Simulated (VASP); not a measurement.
# Li (P2_1/m) in VASP: a series of runs, part 2 of 2

VASP 6.6.1. The steps go on from the part before.

**5. Single point, PBE+D3(BJ) (atoms displaced along several vibrational modes)**

File INCAR:

```
  ALGO = Fast
  EDIFF = 1E-6
  ENCUT = 520
  GGA = PE
  ISIF = 2
  ISMEAR = 0
  IVDW = 12
  LASPH = T
  LCHARG = F
  LREAL = F
  LWAVE = F
  NBANDS = 10
  NELM = 60
  PREC = Accurate
  SIGMA = 0.15
```

File KPOINTS:

```
k-points
0
Gamma
  16 16 12
```

File POSCAR:

```
Li
1.0
    0.0000000000     -2.0886081792     -2.0886081792
    0.0000000000      2.0886081792     -2.0886081792
    4.1772163584      0.0000000000      0.0000000000
Li
2
Direct
    0.6424393541      0.4796515208      0.5000000000
   -0.1424393541      0.0203484792      0.0000000000
```

Potentials or basis: VASP PAW PBE potentials, release 64 (Li_sv).

Started as:

```sh
cat potpaw_PBE.64/Li_sv/POTCAR > POTCAR
mpirun -np 1 vasp_std > vasp.out
```

OUTCAR:

```text
EDIFF = 1E-6
   ENCUT = 520
   GGA = PE
   ISIF = 2
   ISMEAR = 0
   IVDW = 12
   LASPH = T
   LREAL = F
   NELM = 60
   PREC = Accurate
 IVDW          = 12

 ion  position               nearest neighbor table
   1  0.642  0.480  0.500-   2 2.57   2 2.57
   2  0.858  0.020  0.000-   1 2.57   1 2.57

  LATTYP: Found a simple tetragonal cell.
 ALAT       =     2.9537380135
 C/A-ratio  =     1.4142135624

  Lattice vectors:

 A1 = (   0.0000000000,  -2.0886081792,  -2.0886081792)
 A2 = (   0.0000000000,   2.0886081792,  -2.0886081792)
 A3 = (   4.1772163584,   0.0000000000,   0.0000000000)

Analysis of symmetry for initial positions (statically):
=====================================================================
 Subroutine PRICEL returns:
 Original cell was already a primitive cell.

 Routine SETGRP: Setting up the symmetry group for a
 simple tetragonal supercell.

 Subroutine GETGRP returns: Found  4 space group operations
 (whereof  2 operations were pure point group operations)
 out of a pool of 16 trial point group operations.

The static configuration has the point symmetry C_1h.
 The point group associated with its full space group is C_2h.

Analysis of symmetry for dynamics (positions and initial velocities):
=====================================================================
 Subroutine PRICEL returns:
 Original cell was already a primitive cell.

 Routine SETGRP: Setting up the symmetry group for a
 simple tetragonal supercell.

 Subroutine GETGRP returns: Found  4 space group operations
 (whereof  2 operations were pure point group operations)
 out of a pool of 16 trial point group operations.

The dynamic configuration has the point symmetry C_1h.
 The point group associated with its full space group is C_2h.

 Subroutine INISYM returns: Found  4 space group operations
 (whereof  2 operations are pure point group operations),
 and found     1 'primitive' translations

[... 122 lines left out ...]
   IVDW    =    12    specifies the selected vdW correction
   LEPSILON=     F    determine dielectric tensor
   LRPA    =     F    only Hartree local field effects (RPA)
 non-spin polarized calculation
 RMM-DIIS sequential band-by-band and
 Gauss-broadening in eV      SIGMA  =   0.15
  energy-cutoff  :      520.00
  volume of cell :       36.44
 maximum number of plane-waves:      1008
 NGX is ok and might be reduce to    24
   NGX = 11   NGY = 11   NGZ = 15

 number of electron       5.9999988 magnetization

 Free energy of the ion-electron system (eV)
  ---------------------------------------------------
  ext. energy  EPLUGINS =         0.00000000
  ---------------------------------------------------
  free energy    TOTEN  =        -3.56857073 eV

  energy without entropy =       -3.55939426  energy(sigma->0) =       -3.56398250

 E-fermi :   0.9639     XC(G=0):  -7.3055

 val. band max:        0.9625066329   @ k =   0.0625   0.1250  -0.2500
 cond. band min:       0.9715898203   @ k =  -0.3750   0.3125  -0.3333
 fundamental gap:      0.0090831874
 Fermi energy:         0.9639380478

 k-point     1 :       0.0000    0.0000    0.0000
  band No.  band energies     occupation
      1     -45.6309      2.00000
      2     -45.5676      2.00000
      3      -2.7311      2.00000
      4       2.3764      0.00000
      5       6.1170      0.00000
      6       9.8522      0.00000
      7      10.8116      0.00000
      8      11.5567      0.00000
      9      14.1683      0.00000
     10      16.6386      0.00000
[... 287 lines left out ...]
 k-point    24 :       0.1875    0.0625    0.0000
  band No.  band energies     occupation
      1     -45.6263      2.00000
      2     -45.5659      2.00000
      3      -2.2518      2.00000
      4       2.9999      0.00000
      5       5.6701      0.00000
      6       7.3361      0.00000
      7       9.9116      0.00000
      8      13.2187      0.00000
      9      13.9553      0.00000
     10      15.9125      0.00000

 [... further k-points ...]

------------------------ aborting loop because EDIFF is reached ----------------------------------------

 Edisp (eV)   -0.37872

 E8    (eV) :    -0.1583

  FORCE on cell =-STRESS in cart. coord.  units (eV):
  Direction    XX          YY          ZZ          XY          YZ          ZX
  --------------------------------------------------------------------------------------
  -------------------------------------------------------------------------------------
  Total       0.96962    -0.31801    -0.40542     0.00000    -0.93446     0.00000
  in kB      42.62657   -13.98057   -17.82309     0.00000   -41.08102     0.00000
  external pressure =        3.61 kB  Pullay stress =        0.00 kB

 VOLUME and BASIS-vectors are now :
 -----------------------------------------------------------------------------
  energy-cutoff  :      520.00
  volume of cell :       36.44
      direct lattice vectors                 reciprocal lattice vectors
     0.000000000 -2.088608179 -2.088608179     0.000000000 -0.239393872 -0.239393872
     0.000000000  2.088608179 -2.088608179     0.000000000  0.239393872 -0.239393872
     4.177216358  0.000000000  0.000000000     0.239393872  0.000000000  0.000000000

 POSITION                                       TOTAL-FORCE (eV/Angst)
 -----------------------------------------------------------------------------------
      2.08861     -0.34000     -2.34361         0.000000      0.365891      0.174872
      0.00000     -1.74861     -1.83361         0.000000     -0.365891     -0.174872
 -----------------------------------------------------------------------------------
    total drift:                                0.000000     -0.000000      0.000000

  FREE ENERGIE OF THE ION-ELECTRON SYSTEM (eV)
  ---------------------------------------------------
  free  energy   TOTEN  =        -3.9472945756 eV

  energy  without entropy=       -3.9381181071  energy(sigma->0) =       -3.94270634
```

OSZICAR:

```text
N       E                     dE             d eps       ncg     rms          rms(c)
DAV:   1     0.151127726446E+02    0.15113E+02   -0.25389E+03 18200   0.548E+02
DAV:   2    -0.122204690506E+01   -0.16335E+02   -0.15947E+02 23584   0.994E+01
DAV:   3    -0.352061320173E+01   -0.22986E+01   -0.22802E+01 29124   0.306E+01
DAV:   4    -0.357174596049E+01   -0.51133E-01   -0.51044E-01 24436   0.461E+00
DAV:   5    -0.357211337293E+01   -0.36741E-03   -0.36739E-03 23850   0.407E-01    0.297E-01
RMM:   6    -0.356953377587E+01    0.25796E-02   -0.55517E-04 27480   0.135E-01    0.185E-01
RMM:   7    -0.356844841175E+01    0.10854E-02   -0.24281E-03 28066   0.283E-01    0.364E-02
RMM:   8    -0.356852569240E+01   -0.77281E-04   -0.65147E-04 30974   0.138E-01    0.703E-03
RMM:   9    -0.356855952722E+01   -0.33835E-04   -0.23704E-04 32702   0.836E-02    0.124E-02
RMM:  10    -0.356857552561E+01   -0.15998E-04   -0.78585E-05 31301   0.473E-02    0.371E-02
RMM:  11    -0.356857295063E+01    0.25750E-05   -0.22064E-05 30803   0.286E-02    0.221E-02
RMM:  12    -0.356857132059E+01    0.16300E-05   -0.63151E-06 26888   0.127E-02    0.128E-02
RMM:  13    -0.356857073017E+01    0.59041E-06   -0.17813E-06 22550   0.695E-03
   1 F= -.39472946E+01 E0= -.39427063E+01  d E =-.917647E-02
```

stdout:

```text
POSCAR found type information on POSCAR Li
 POSCAR found :  1 types and       2 ions
 scaLAPACK will be used
 LDA part: xc-table for (Slater+PW92), standard interpolation
 POSCAR, INCAR and KPOINTS ok, starting setup
 FFT: planning ... GRIDC
 FFT: planning ... GRID_SOFT
 FFT: planning ... GRID
 WAVECAR not read
 entering main loop
WARNING in EDDRMM: call to ZHEGV failed, returncode =   6  3      7
WARNING in EDDRMM: call to ZHEGV failed, returncode =   8  4      7
WARNING in EDDRMM: call to ZHEGV failed, returncode =   6  3      3
WARNING in EDDRMM: call to ZHEGV failed, returncode =   6  3      5
WARNING in EDDRMM: call to ZHEGV failed, returncode =   6  3      5
WARNING in EDDRMM: call to ZHEGV failed, returncode =   6  3      6
WARNING in EDDRMM: call to ZHEGV failed, returncode =   6  3      8
```

Wall time 85 s (1 thread of Intel Xeon 6975P-C (Granite Rapids), shared host); peak memory 0.35 GiB.

Results:

| Quantity | Value |
| --- | --- |
| Free energy | -3.9473 eV |
| Largest force | 0.406 eV/Å |
| Band gap on the k mesh | zero (bands 3 and 4 overlap by 4.97 eV) |
| Dispersion energy per atom | -0.189 eV |

Forces in eV/Å, atoms in the order of the input:
```
Li   0.000  0.366  0.175
Li   0.000 -0.366 -0.175
```

Levels at points of the mesh, in eV from the Fermi level:
```
           k point  band 1  band 2  band 3  band 4  band 5  band 6
(0.00, 0.00, 0.00)  -46.59  -46.53   -3.70    1.41    5.15    8.89
(0.50, 0.00, 0.00)  -46.58  -46.53   -1.24    0.48    4.34    7.07
(0.00, 0.50, 0.00)  -46.56  -46.55   -0.75   -0.47    5.39    5.91
(0.50, 0.50, 0.00)  -46.55  -46.54    1.87    2.11    3.76    4.24
(0.00, 0.00, 0.50)  -46.56  -46.56   -2.14   -2.14   10.68   10.68
(0.50, 0.00, 0.50)  -46.55  -46.55    0.28    0.28    2.56    2.56
(0.00, 0.50, 0.50)  -46.55  -46.55   -0.21   -0.21    3.33    3.33
(0.50, 0.50, 0.50)  -46.55  -46.55    2.83    2.83    3.92    3.92
```

Caveat: the cell differs from its parent crystal (atoms displaced along several vibrational modes); the cutoff is under 1.25 times the usual one of these potentials, so pressure, stress and relaxed cells hold a basis-set (Pulay) error.

**6. The runs side by side**

| cell | further INCAR settings | gap on the mesh (eV) | largest force (eV/Å) |
| --- | --- | --- | --- |
| as given, atomic positions A | ALGO = Fast; EDIFF = 1e-07; NBANDS = 10 | none | 0.33 |
| as given, atomic positions B | ALGO = Fast; EDIFF = 1e-06; NBANDS = 10 | none | 0.29 |
| as given, atomic positions C | ALGO = Fast; EDIFF = 1e-06; NBANDS = 10 | none | 0.39 |
| as given, atomic positions D | ALGO = Fast; EDIFF = 1e-06; NBANDS = 10 | none | 0.41 |

Alike in all rows: task single point; level PBE+D3(BJ); potentials or basis VASP PAW PBE potentials, release 64 (Li_sv); no spin polarisation; k mesh 16 × 16 × 12; cutoff (eV) 520; smearing gaussian 0.15 eV.

Caveats: the cutoff is under 1.25 times the usual one of these potentials, so pressure, stress and relaxed cells hold a basis-set (Pulay) error.

Absolute energies hang on the potentials; compare differences alone.
